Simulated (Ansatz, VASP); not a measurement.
**ScAlSbP3: VASP beside Ansatz**

```
CELL_PARAMETERS angstrom
6.18488 0.00000 0.00000
-3.09244 5.35626 0.00000
0.00000 0.00000 3.85729
ATOMIC_POSITIONS crystal
Sc 0.00000 0.00000 0.00000
Al 0.33333 0.66667 0.00000
Sb 0.66667 0.33333 0.00000
P 0.01297 0.50648 0.50000
P 0.49352 0.50648 0.50000
P 0.49352 0.98703 0.50000
```

Change from the starting cell: species swapped into the YSiBRh3 type (P-6m2, No. 187).

Alike in both runs: task single point; functional PBE; k mesh 3 × 3 × 4; occupations gaussian, width 0.1 eV; no spin polarisation.

|  | VASP | Ansatz |
| --- | --- | --- |
| version | VASP 6.6.1 | Ansatz 0.2.0 |
| potentials or method | VASP PAW PBE potentials, release 64 (Sc_sv, Al, Sb, P), cutoff 520 eV | scalar-relativistic, plane waves, PAW |
| valence electrons in the cell | 34 | 44 |

VASP gave:

| Property | Result |
| --- | --- |
| gap on the k mesh at the Fermi level (eV) | none |
| pressure (GPa) | -1.9 |
| traceless stress, the component that is largest in VASP (GPa) | 0.22 |
| rms of the force components (eV/Å) | 0.480 |

Task: What did Ansatz give for the same quantities?

Result: gap on the k mesh at the Fermi level (eV): none; pressure (GPa): -1.9; traceless stress, the component that is largest in VASP (GPa): 0.21; rms of the force components (eV/Å): 0.477.

Atom by atom the forces differ by 0.003 eV/Å (rms over components). A gap of «none» marks a metal or a gap that the smearing closes. VASP's potentials hold 34 valence electrons a cell and Ansatz's 44, so a difference there can come from the potentials and not from the codes.

The k mesh is coarse, so the values compare programs but aren't converged. Spin-orbit coupling is off throughout.
